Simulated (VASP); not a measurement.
# CdSe (P6_3mc) in VASP: a series of runs

The runs below take CdSe through single point, with PBEsol.

Everything below comes from runs of VASP 6.6.1. Logs are shortened: lines on timing, memory, paths and dates and some standing lists are left out, and cuts for length are marked.

## (1) The cell of the first run

The structure is hexagonal, space group P6_3mc (No. 186). The conventional cell has a = 3.928 Å, b = 3.928 Å, c = 6.735 Å, α = 90.00°, β = 90.00°, γ = 120.00°. Cd (site symmetry 3m) has 4 Se at 2.43 to 2.45 Å within 3.2 Å. Within 3.2 Å of Se (site symmetry 3m) lie 4 Cd at 2.43 to 2.45 Å.

## (2) Single point, PBEsol (22.50 Å³/atom)

INCAR

```
PREC = Accurate
ENCUT = 520
EDIFF = 1E-7
ISMEAR = 0
SIGMA = 0.05
LREAL = False
LASPH = True
NELM = 100
ALGO = Normal
ISIF = 2
LWAVE = False
LCHARG = False
GGA = PS
NBANDS = 26
```

KPOINTS

```
regular mesh
0
Gamma
  10 10 6
```

POSCAR

```
CdSe
1.0
    3.9280174914      0.0000000000      0.0000000000
   -1.9640087457      3.4017629341      0.0000000000
    0.0000000000      0.0000000000      6.7351926421
Cd Se
2 2
Direct
    0.3333333333      0.6666666667      0.0119321007
    0.6666666667      0.3333333333      0.5119321007
    0.3333333333      0.6666666667      0.3730678993
    0.6666666667      0.3333333333      0.8730678993
```

Potentials or basis: VASP PAW PBE potentials, release 64 (Cd, Se).

Command:

```
cat potpaw_PBE.64/Cd/POTCAR potpaw_PBE.64/Se/POTCAR > POTCAR
mpirun -np 1 vasp_std > vasp.out
```

OUTCAR:

```text
PREC = Accurate
   ENCUT = 520
   EDIFF = 1E-7
   ISMEAR = 0
   LREAL = False
   LASPH = True
   NELM = 100
   ISIF = 2
   GGA = PS

 ion  position               nearest neighbor table
   1  0.333  0.667  0.012-   3 2.43   4 2.45   4 2.45   4 2.45
   2  0.667  0.333  0.512-   4 2.43   3 2.45   3 2.45   3 2.45
   3  0.333  0.667  0.373-   1 2.43   2 2.45   2 2.45   2 2.45
   4  0.667  0.333  0.873-   2 2.43   1 2.45   1 2.45   1 2.45

  LATTYP: Found a hexagonal cell.
 ALAT       =     3.9280174914
 C/A-ratio  =     1.7146544426

  Lattice vectors:

 A1 = (   3.9280174914,   0.0000000000,   0.0000000000)
 A2 = (  -1.9640087457,   3.4017629341,   0.0000000000)
 A3 = (   0.0000000000,   0.0000000000,   6.7351926421)

Analysis of symmetry for initial positions (statically):
=====================================================================
 Subroutine PRICEL returns:
 Original cell was already a primitive cell.

 Routine SETGRP: Setting up the symmetry group for a
 hexagonal supercell.

 Subroutine GETGRP returns: Found 12 space group operations
 (whereof  6 operations were pure point group operations)
 out of a pool of 24 trial point group operations.

The static configuration has the point symmetry C_3v.
 The point group associated with its full space group is C_6v.

Analysis of symmetry for dynamics (positions and initial velocities):
=====================================================================
 Subroutine PRICEL returns:
 Original cell was already a primitive cell.

 Routine SETGRP: Setting up the symmetry group for a
 hexagonal supercell.

 Subroutine GETGRP returns: Found 12 space group operations
 (whereof  6 operations were pure point group operations)
 out of a pool of 24 trial point group operations.

The dynamic configuration has the point symmetry C_3v.
 The point group associated with its full space group is C_6v.

 Subroutine INISYM returns: Found 12 space group operations
 (whereof  6 operations are pure point group operations),
 and found     1 'primitive' translations

----------------------------------------------------------------------------------------

                                     Primitive cell

  volume of cell :      89.9969

  direct lattice vectors                    reciprocal lattice vectors
     3.928017491  0.000000000  0.000000000     0.254581351  0.146982612  0.000000000
    -1.964008746  3.401762934  0.000000000     0.000000000  0.293965223  0.000000000
     0.000000000  0.000000000  6.735192642     0.000000000  0.000000000  0.148473853

  length of vectors
     3.928017491  3.928017491  6.735192642     0.293965223  0.293965223  0.148473853

  position of ions in fractional coordinates (direct lattice)
     0.333333333  0.666666667  0.011932101
     0.666666667  0.333333333  0.511932101
     0.333333333  0.666666667  0.373067899
     0.666666667  0.333333333  0.873067899

  ion indices of the primitive-cell ions
   primitive index   ion index
                 1           1
                 2           2
                 3           3
                 4           4

----------------------------------------------------------------------------------------

 KPOINTS: regular mesh

Automatic generation of k-mesh.
 Grid dimensions read from file:
 generate k-points for:   10   10    6

 Generating k-lattice:

  Cartesian coordinates                     Fractional coordinates (reciprocal lattice)
     0.025458135  0.014698261  0.000000000     0.100000000  0.000000000  0.000000000
     0.000000000  0.029396522  0.000000000     0.000000000  0.100000000  0.000000000
     0.000000000  0.000000000  0.024745642     0.000000000  0.000000000  0.166666667

  Length of vectors
     0.029396522  0.029396522  0.024745642

  Shift w.r.t. Gamma in fractional coordinates (k-lattice)
     0.000000000  0.000000000  0.000000000

 Subroutine IBZKPT returns following result:
 ===========================================

 Found     56 irreducible k-points:

 Following reciprocal coordinates:
            Coordinates               Weight
  0.000000  0.000000  0.000000      1.000000
  0.100000  0.000000  0.000000      6.000000
  0.200000  0.000000  0.000000      6.000000
  0.300000  0.000000  0.000000      6.000000
  0.400000  0.000000  0.000000      6.000000
  0.500000  0.000000  0.000000      3.000000
[... 16 lines left out ...]
  0.300000  0.100000  0.166667     24.000000
  0.400000  0.100000  0.166667     24.000000
 [... further k-points ...]
   k-points           NKPTS =     56   k-points in BZ     NKDIM =     56   number of bands    NBANDS=     26
   number of dos      NEDOS =    301   number of ions     NIONS =      4
   total plane-waves  NPLWV =  45000
   dimension x,y,z NGX =    30 NGY =   30 NGZ =   50
   dimension x,y,z NGXF=    60 NGYF=   60 NGZF=  100
   ions per type =               2   2
   NGX,Y,Z   is equivalent  to a cutoff of  12.70, 12.70, 12.34 a.u.
   NGXF,Y,Z  is equivalent  to a cutoff of  25.39, 25.39, 24.68 a.u.
 SYSTEM =  unknown system
   PREC   = accura    normal or accurate (medium, high low for compatibility)
   ISTART =      0    job   : 0-new  1-cont  2-samecut
   ICHARG =      2    charge: 1-file 2-atom 10-const
   ISPIN  =      1    spin polarized calculation?
   LNONCOLLINEAR =      F non collinear calculations
   LSORBIT =      F    spin-orbit coupling
   LASPH  =      T    aspherical Exc in radial PAW
   ENCUT  =  520.0 eV  38.22 Ry    6.18 a.u.   7.30  7.30 12.52*2*pi/ulx,y,z
   NELM   =    100;   NELMIN=  2; NELMDL= -5     # of ELM steps
   EDIFF  = 0.1E-06   stopping-criterion for ELM
   LREAL  =      F    real-space projection
   EDIFFG = 0.1E-05   stopping-criterion for IOM
   NSW    =      0    number of steps for IOM
   IBRION =     -1    ionic relax: 0-MD 1-quasi-New 2-CG
   NFREE  =      0    steps in history (QN), initial steepest desc. (CG)
   ISIF   =      2    stress and relaxation
   ISYM   =      2    0-nonsym 1-usesym 2-fastsym
   POTIM  = 0.5000    time-step for ionic-motion
   TEBEG  =    0.0;   TEEND  =   0.0 temperature during run
   PSTRESS=    0.0 pullay stress
   NELECT =      36.0000    total number of electrons
   NUPDOWN=      -1.0000    fix difference up-down
   EMIN   =  10.00;   EMAX   =-10.00  energy-range for DOS
   EFERMI =   0.00;   METHOD = LEGACY
   ISMEAR =     0;   SIGMA  =   0.05  broadening in eV -4-tet -1-fermi 0-gaus
   EFERMI_NEDOS =   21; number of points for ismear=-14 and -15
   IALGO  =     38    algorithm
   IMIX   =      4    mixing-type and parameters
     AMIX     =   0.40;   BMIX     =  1.00
     AMIX_MAG =   1.60;   BMIX_MAG =  1.00
  volume/ion in A,a.u.               =      22.50       151.83
  Fermi-wavevector in a.u.,A,eV,Ry     =   1.206238  2.279460 19.796629  1.455011
  Thomas-Fermi vector in A             =   2.341912
   LORBIT       =      0    0 simple, 1 ext, 2 COOP (PROOUT), +10 PAW based schemes
   GGA     = PS    functional components
   LHFCALC =     F    Hartree Fock is set to
   AEXX    =    0.0000 exact exchange contribution
   IVDW    =     0    specifies the selected vdW correction
   LEPSILON=     F    determine dielectric tensor
   LRPA    =     F    only Hartree local field effects (RPA)
 non-spin polarized calculation
 Gauss-broadening in eV      SIGMA  =   0.05
  energy-cutoff  :      520.00
  volume of cell :       90.00
 maximum number of plane-waves:      2449
 NGX is ok and might be reduce to    30
   NGX = 15   NGY = 15   NGZ = 25

 number of electron      35.9999987 magnetization

 Free energy of the ion-electron system (eV)
  ---------------------------------------------------
  ext. energy  EPLUGINS =         0.00000000
  ---------------------------------------------------
  free energy    TOTEN  =       -11.16588379 eV

  energy without entropy =      -11.16588379  energy(sigma->0) =      -11.16588379

 E-fermi :   3.2254     XC(G=0): -10.1609

 val. band max:        2.9805795083   @ k =   0.0000   0.0000   0.0000
 cond. band min:       3.8037774574   @ k =   0.0000   0.0000   0.0000
 fundamental gap:      0.8231979491
 Fermi energy:         3.2253605311

 k-point     1 :       0.0000    0.0000    0.0000
  band No.  band energies     occupation
      1     -11.2936      2.00000
      2     -10.6946      2.00000
      3      -6.1699      2.00000
      4      -6.0520      2.00000
      5      -6.0520      2.00000
      6      -5.9191      2.00000
[... 18 lines left out ...]
     25      10.1681      0.00000
     26      10.8897      0.00000

 k-point     2 :       0.1000    0.0000    0.0000
  band No.  band energies     occupation
      1     -11.2406      2.00000
      2     -10.6686      2.00000
      3      -6.1485      2.00000
      4      -6.0352      2.00000
      5      -6.0332      2.00000
      6      -5.9017      2.00000
[... 18 lines left out ...]
     25      10.4776      0.00000
     26      10.6312      0.00000

 k-point     3 :       0.2000    0.0000    0.0000
  band No.  band energies     occupation
      1     -11.0972      2.00000
      2     -10.6028      2.00000
      3      -6.0961      2.00000
      4      -5.9971      2.00000
      5      -5.9706      2.00000
      6      -5.8403      2.00000
[... 18 lines left out ...]
     25      10.3474      0.00000
     26      10.8929      0.00000

 k-point     4 :       0.3000    0.0000    0.0000
  band No.  band energies     occupation
      1     -10.9075      2.00000
      2     -10.5291      2.00000
      3      -6.0348      2.00000
      4      -5.9635      2.00000
      5      -5.8934      2.00000
      6      -5.7354      2.00000
[... 18 lines left out ...]
     25      10.7106      0.00000
     26      11.6089      0.00000
[... 496 lines left out ...]
      1     -10.9459      2.00000
      2     -10.5801      2.00000
      3      -6.0400      2.00000
      4      -5.9777      2.00000
      5      -5.8858      2.00000
      6      -5.8105      2.00000
[... 18 lines left out ...]
     25      10.8290      0.00000
     26      10.8630      0.00000

 k-point    23 :       0.3000    0.1000    0.1667
  band No.  band energies     occupation
      1     -10.7710      2.00000
      2     -10.5130      2.00000
      3      -5.9911      2.00000
      4      -5.9613      2.00000
      5      -5.8215      2.00000
      6      -5.7210      2.00000
[... 18 lines left out ...]
     25      10.8288      0.00000
     26      11.7381      0.00000

 k-point    24 :       0.4000    0.1000    0.1667
  band No.  band energies     occupation
      1     -10.6487      2.00000
      2     -10.4845      2.00000
      3      -5.9825      2.00000
      4      -5.9377      2.00000
      5      -5.7726      2.00000
      6      -5.6849      2.00000
[... 18 lines left out ...]
     25      11.4301      0.00000
     26      12.7280      0.00000

 [... further k-points ...]

------------------------ aborting loop because EDIFF is reached ----------------------------------------

  FORCE on cell =-STRESS in cart. coord.  units (eV):
  Direction    XX          YY          ZZ          XY          YZ          ZX
  --------------------------------------------------------------------------------------
  -------------------------------------------------------------------------------------
  Total       11.2249093     11.2249093     11.3026348      0.0000000     -0.0000000      0.0000000
  in kB      199.8324176    199.8324176    201.2161336      0.0000000     -0.0000000      0.0000000
  external PRESSURE =     200.2936563 kB  Pullay stress =       0.0000000 kB

 VOLUME and BASIS-vectors are now :
 -----------------------------------------------------------------------------
  energy-cutoff  :      520.00
  volume of cell :       90.00
      direct lattice vectors                 reciprocal lattice vectors
     3.928017491  0.000000000  0.000000000     0.254581351  0.146982612  0.000000000
    -1.964008746  3.401762934  0.000000000     0.000000000  0.293965223  0.000000000
     0.000000000  0.000000000  6.735192642     0.000000000  0.000000000  0.148473853

 POSITION                                       TOTAL-FORCE (eV/Angst)
 -----------------------------------------------------------------------------------
     -0.00000      2.26784      0.08036        -0.000000     -0.000000     -0.005640
      1.96401      1.13392      3.44796        -0.000000     -0.000000     -0.005640
     -0.00000      2.26784      2.51268         0.000000     -0.000000      0.005640
      1.96401      1.13392      5.88028        -0.000000      0.000000      0.005640
 -----------------------------------------------------------------------------------
    total drift:                               -0.000000      0.000000      0.000782

  FREE ENERGIE OF THE ION-ELECTRON SYSTEM (eV)
  ---------------------------------------------------
  free  energy   TOTEN  =       -11.1658837897 eV

  energy  without entropy=      -11.1658837897  energy(sigma->0) =      -11.16588379
```

It took 92 s on 1 thread of Intel Xeon Platinum 8488C (Sapphire Rapids), shared host; peak memory 0.27 GiB.

What came out:

```yaml
Free_energy: -11.1659 eV
Pressure: 20.0 GPa
Largest_force: 0.006 eV/Å
Band_gap_on_the_k_mesh: 0.82 eV
```

Forces in eV/Å, atoms in the order of the input:
```
Cd   0.000  0.000 -0.006
Cd   0.000  0.000 -0.006
Se   0.000  0.000  0.006
Se   0.000  0.000  0.006
```

Caveat: the cell stands under pressure; the PAW data sets were made with another functional, which shifts forces and pressure a little. Expect the measured gap to be larger: semilocal functionals such as PBEsol lack the derivative discontinuity.

## (3) Single point, PBEsol (23.62 Å³/atom)

This run uses another cell than the first one, of 23.62 Å³/atom.

INCAR

```
PREC     = Accurate       # precision mode
ENCUT    = 520            # plane-wave cutoff, eV
EDIFF    = 1E-7           # SCF threshold, eV
ISMEAR   = 0              # smearing method
SIGMA    = 0.05           # smearing width, eV
LREAL    = False          # projectors in reciprocal space
LASPH    = True           # aspherical terms in the spheres
NELM     = 100            # most SCF steps
ALGO     = Normal         # electronic algorithm
ISIF     = 2              # what is computed and relaxed
LWAVE    = False          # write WAVECAR
LCHARG   = False          # write CHGCAR
GGA      = PS             # functional
NBANDS   = 26             # bands
```

KPOINTS

```
Automatic mesh
0
Gamma
  10 10 6
```

POSCAR

```
CdSe
1.0
    4.0372152754      0.0000000000      0.0000000000
   -2.0186076377      3.4963309891      0.0000000000
    0.0000000000      0.0000000000      6.6945645209
Cd Se
2 2
Direct
    0.3333333333      0.6666666667      0.0071708933
    0.6666666667      0.3333333333      0.5071708933
    0.3333333333      0.6666666667      0.3778291067
    0.6666666667      0.3333333333      0.8778291067
```

Potentials or basis: VASP PAW PBE potentials, release 64 (Cd, Se).

Command:

```
cat potpaw_PBE.64/Cd/POTCAR potpaw_PBE.64/Se/POTCAR > POTCAR
mpirun -np 1 vasp_std > vasp.out
```

It took 1.7 min on 1 thread of Intel Xeon Platinum 8488C (Sapphire Rapids), shared host; peak memory 0.27 GiB.

It converged, with:

- Free energy: -11.6457 eV
- Pressure: 14.3 GPa
- Largest force: 0.005 eV/Å
- Band gap on the k mesh: 0.86 eV

Forces in eV/Å, atoms in the order of the input:
```
Cd   0.000  0.000 -0.005
Cd   0.000  0.000 -0.005
Se   0.000  0.000  0.005
Se   0.000  0.000  0.005
```

Stress tensor (GPa, compression positive):
```
14.27  0.00  0.00
 0.00 14.27  0.00
 0.00  0.00 14.36
```

Levels at points of the mesh, in eV from the valence-band top:
```
           k point  band 15  band 16  band 17  band 18  band 19  band 20  band 21  band 22
(0.00, 0.00, 0.00)    -1.05    -0.16     0.00     0.00     0.86     2.35     5.77     5.77
(0.50, 0.00, 0.00)    -3.65    -2.54    -1.98    -1.04     3.14     3.35     4.44     6.26
(0.00, 0.00, 0.50)    -0.56    -0.56    -0.56    -0.56     2.57     2.57     5.94     5.94
(0.50, 0.00, 0.50)    -1.97    -1.97    -1.85    -1.85     2.72     2.72     4.71     4.71
```

Caveat: the cell stands under pressure; the PAW data sets were made with another functional, which shifts forces and pressure a little. A hybrid or GW would open this gap; PBEsol tends to underestimate it.

## (4) Single point, PBEsol (24.75 Å³/atom)

This run uses another cell than the first one, of 24.75 Å³/atom.

INCAR

```
SYSTEM = CdSe
  PREC = Accurate
  ENCUT = 520
  EDIFF = 1E-7
  ISMEAR = 0
  SIGMA = 0.05
  LREAL = .FALSE.
  LASPH = .TRUE.
  NELM = 80
  ALGO = Normal
  ISIF = 2
  LWAVE = .FALSE.
  LCHARG = .FALSE.
  GGA = PS
  NBANDS = 26
```

KPOINTS

```
regular mesh
0
G
  10 10 6
  0 0 0
```

POSCAR

```
CdSe
1.0
    4.1128409593      0.0000000000      0.0000000000
   -2.0564204796      3.5618247525      0.0000000000
    0.0000000000      0.0000000000      6.7578057080
Cd Se
2 2
Direct
    0.3333333333      0.6666666667      0.0057258518
    0.6666666667      0.3333333333      0.5057258518
    0.3333333333      0.6666666667      0.3792741482
    0.6666666667      0.3333333333      0.8792741482
```

Command:

```
cat potpaw_PBE.64/Cd/POTCAR potpaw_PBE.64/Se/POTCAR > POTCAR
mpirun -np 1 vasp_std > vasp.out
```

It took 99 s on 1 thread of Intel Xeon Platinum 8488C (Sapphire Rapids), shared host; peak memory 0.29 GiB.

Results (log left out):

```yaml
Free_energy: -11.9781 eV
Pressure: 9.5 GPa
Band_gap_on_the_k_mesh: 0.79 eV
```

Levels at points of the mesh, in eV from the valence-band top:
| k point | band 16 | band 17 | band 18 | band 19 | band 20 | band 21 |
| --- | --- | --- | --- | --- | --- | --- |
| (0.00, 0.00, 0.00) | -0.11 | 0.00 | 0.00 | 0.79 | 2.25 | 5.76 |
| (0.50, 0.00, 0.00) | -2.36 | -1.78 | -0.97 | 3.16 | 3.32 | 4.54 |
| (0.00, 0.00, 0.50) | -0.51 | -0.51 | -0.51 | 2.49 | 2.49 | 5.91 |
| (0.50, 0.00, 0.50) | -1.77 | -1.72 | -1.72 | 2.79 | 2.79 | 4.74 |

Caveat: the cell stands under pressure; the PAW data sets were made with another functional, which shifts forces and pressure a little.

## (5) The runs side by side

| cell | gap on the mesh (eV) | pressure (GPa) |
| --- | --- | --- |
| a = 3.928, b = 3.928, c = 6.735 Å, angles 90.0, 90.0, 120.0°, 4 atoms, atomic positions A | 0.82 | 20.0 |
| a = 4.037, b = 4.037, c = 6.695 Å, angles 90.0, 90.0, 120.0°, 4 atoms, atomic positions B | 0.86 | 14.3 |
| a = 4.113, b = 4.113, c = 6.758 Å, angles 90.0, 90.0, 120.0°, 4 atoms, atomic positions C | 0.79 | 9.5 |

Alike in all rows: task single point; level PBEsol; potentials or basis VASP PAW PBE potentials, release 64 (Cd, Se); no spin polarisation; k mesh 10 × 10 × 6; cutoff (eV) 520; smearing gaussian 0.05 eV.

Caveats: the cell stands under pressure; the PAW data sets were made with another functional, which shifts forces and pressure a little.

Total energies depend on the potentials used, so only differences within one code and one set of settings carry meaning.
